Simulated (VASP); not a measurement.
# Mn (Pm-3m) in VASP: notebook, part 2 of 2

VASP 6.6.1. Earlier steps stand in the parts before.

**3. Single point, revPBE**

This run uses another cell than the first one, of 12.13 Å³/atom, 0.956 times its volume.

The input, INCAR:

```
SYSTEM = Mn
PREC = Accurate ; ENCUT = 520
EDIFF = 1E-6 ; ISMEAR = -1
SIGMA = 0.1 ; LREAL = .FALSE.
LASPH = .TRUE. ; NELM = 100
ALGO = Normal ; ISIF = 2
LWAVE = .FALSE. ; LCHARG = .FALSE.
GGA = RE ; NBANDS = 12
```

The input, KPOINTS:

```
regular mesh
0
G
  22 22 22
  0 0 0
```

The input, POSCAR:

```
Mn
1.0
    2.2973690587      0.0000000000      0.0000000000
    0.0000000000      2.2973690587      0.0000000000
    0.0000000000      0.0000000000      2.2973690587
Mn
1
Direct
    0.0000000000      0.0000000000      0.0000000000
```

Potentials or basis: VASP PAW PBE potentials, release 64 (Mn_pv).

Launch:

```bash
> cat potpaw_PBE.64/Mn_pv/POTCAR > POTCAR
> mpirun -np 1 vasp_std > vasp.out
```

OUTCAR:

```text
SYSTEM = Mn
   PREC = Accurate
   ENCUT = 520
   EDIFF = 1E-6
   ISMEAR = -1
   LREAL = .FALSE.
   LASPH = .TRUE.
   NELM = 100
   ISIF = 2
   GGA = RE

 ion  position               nearest neighbor table
   1  0.000  0.000  0.000-

  LATTYP: Found a simple cubic cell.
 ALAT       =     2.2973690587

  Lattice vectors:

 A1 = (   2.2973690587,   0.0000000000,   0.0000000000)
 A2 = (   0.0000000000,   2.2973690587,   0.0000000000)
 A3 = (   0.0000000000,   0.0000000000,   2.2973690587)

Analysis of symmetry for initial positions (statically):
=====================================================================
 Subroutine PRICEL returns:
 Original cell was already a primitive cell.

 Routine SETGRP: Setting up the symmetry group for a
 simple cubic supercell.

 Subroutine GETGRP returns: Found 48 space group operations
 (whereof 48 operations were pure point group operations)
 out of a pool of 48 trial point group operations.

The static configuration has the point symmetry O_h .

Analysis of symmetry for dynamics (positions and initial velocities):
=====================================================================
 Subroutine PRICEL returns:
 Original cell was already a primitive cell.

 Routine SETGRP: Setting up the symmetry group for a
 simple cubic supercell.

 Subroutine GETGRP returns: Found 48 space group operations
 (whereof 48 operations were pure point group operations)
 out of a pool of 48 trial point group operations.

The dynamic configuration has the point symmetry O_h .

 Subroutine INISYM returns: Found 48 space group operations
 (whereof 48 operations are pure point group operations),
 and found     1 'primitive' translations

----------------------------------------------------------------------------------------

                                     Primitive cell

  volume of cell :      12.1253

[... 105 lines left out ...]
     AMIX     =   0.40;   BMIX     =  1.00
     AMIX_MAG =   1.60;   BMIX_MAG =  1.00
  volume/ion in A,a.u.               =      12.13        81.83
  Fermi-wavevector in a.u.,A,eV,Ry     =   1.675554  3.166339 38.198116  2.807482
  Thomas-Fermi vector in A             =   2.760153
   LORBIT       =      0    0 simple, 1 ext, 2 COOP (PROOUT), +10 PAW based schemes
   GGA     = RE    functional components
   LHFCALC =     F    Hartree Fock is set to
   AEXX    =    0.0000 exact exchange contribution
   IVDW    =     0    specifies the selected vdW correction
   LEPSILON=     F    determine dielectric tensor
   LRPA    =     F    only Hartree local field effects (RPA)
 non-spin polarized calculation
  energy-cutoff  :      520.00
  volume of cell :       12.13
 maximum number of plane-waves:       341
 NGX is ok and might be reduce to    18
   NGX =  9   NGY =  9   NGZ =  9

 number of electron      13.0000008 magnetization

 Free energy of the ion-electron system (eV)
  ---------------------------------------------------
  ext. energy  EPLUGINS =         0.00000000
  ---------------------------------------------------
  free energy    TOTEN  =        -7.66646320 eV

  energy without entropy =       -7.60581879  energy(sigma->0) =       -7.63614099

 E-fermi :   9.3158     XC(G=0): -13.0930

 val. band max:        9.3147346208   @ k =   0.4545   0.3182   0.0455
 cond. band min:       9.3165821814   @ k =   0.3636   0.3182   0.2727
 fundamental gap:      0.0018475607
 Fermi energy:         9.3158122309

 k-point     1 :       0.0000    0.0000    0.0000
  band No.  band energies     occupation
      1     -38.4694      2.00000
      2     -38.4694      2.00000
      3     -38.4694      2.00000
      4       1.3923      2.00000
      5       5.7252      2.00000
      6       5.7252      2.00000
      7      10.9223      0.00000
      8      10.9223      0.00000
      9      10.9223      0.00000
     10      29.4574      0.00000
     11      29.4574      0.00000
     12      29.4574      0.00000
[... 331 lines left out ...]
 k-point    24 :       0.0909    0.0909    0.0000
  band No.  band energies     occupation
      1     -38.5342      2.00000
      2     -38.5268      2.00000
      3     -38.4580      2.00000
      4       1.9183      2.00000
      5       5.8894      2.00000
      6       6.0152      2.00000
      7      10.6010      0.00001
      8      10.7497      0.00000
      9      10.8070      0.00000
     10      27.1980      0.00000
     11      27.6102      0.00000
     12      30.2409      0.00000

 [... further k-points ...]
[... 5 lines left out ...]
  --------------------------------------------------------------------------------------
  -------------------------------------------------------------------------------------
  Total        0.0096639      0.0096639      0.0096639     -0.0000000      0.0000000     -0.0000000
  in kB        1.2769462      1.2769462      1.2769462     -0.0000000      0.0000000     -0.0000000
  external PRESSURE =       1.2769462 kB  Pullay stress =       0.0000000 kB

 VOLUME and BASIS-vectors are now :
 -----------------------------------------------------------------------------
  energy-cutoff  :      520.00
  volume of cell :       12.13
      direct lattice vectors                 reciprocal lattice vectors
     2.297369059  0.000000000  0.000000000     0.435280521  0.000000000  0.000000000
     0.000000000  2.297369059  0.000000000     0.000000000  0.435280521  0.000000000
     0.000000000  0.000000000  2.297369059     0.000000000  0.000000000  0.435280521

 POSITION                                       TOTAL-FORCE (eV/Angst)
 -----------------------------------------------------------------------------------
      0.00000      0.00000      0.00000         0.000000      0.000000      0.000000
 -----------------------------------------------------------------------------------
    total drift:                                0.000000      0.000000      0.000000

  FREE ENERGIE OF THE ION-ELECTRON SYSTEM (eV)
  ---------------------------------------------------
  free  energy   TOTEN  =        -7.6664631962 eV

  energy  without entropy=       -7.6058187891  energy(sigma->0) =       -7.63614099
```

stdout:

```text
POSCAR found type information on POSCAR Mn
 POSCAR found :  1 types and       1 ions
 scaLAPACK will be used
 -----------------------------------------------------------------------------
|                                                                             |
|                                                                             |
|     You enforced a specific xc type in the INCAR file but a different       |
|     I HOPE YOU KNOW WHAT YOU ARE DOING!                                     |
|                                                                             |
 -----------------------------------------------------------------------------

 LDA part: xc-table for (Slater+PW92), standard interpolation
 POSCAR, INCAR and KPOINTS ok, starting setup
 FFT: planning ... GRIDC
 FFT: planning ... GRID_SOFT
 FFT: planning ... GRID
 WAVECAR not read
 entering main loop
```

Run time: 21 s. Hardware: 1 thread of Intel Xeon Platinum 8488C (Sapphire Rapids), shared host; peak memory 0.16 GiB.

Results:

```
Free energy : -7.6665 eV
Pressure    : 0.1 GPa
```

Caveat: the PAW data sets were made with another functional, which shifts forces and pressure a little; the run has no spin polarisation, though such a crystal can be magnetic. Spin polarisation is off, so any magnetic state and its effect on volume and gap are missing.
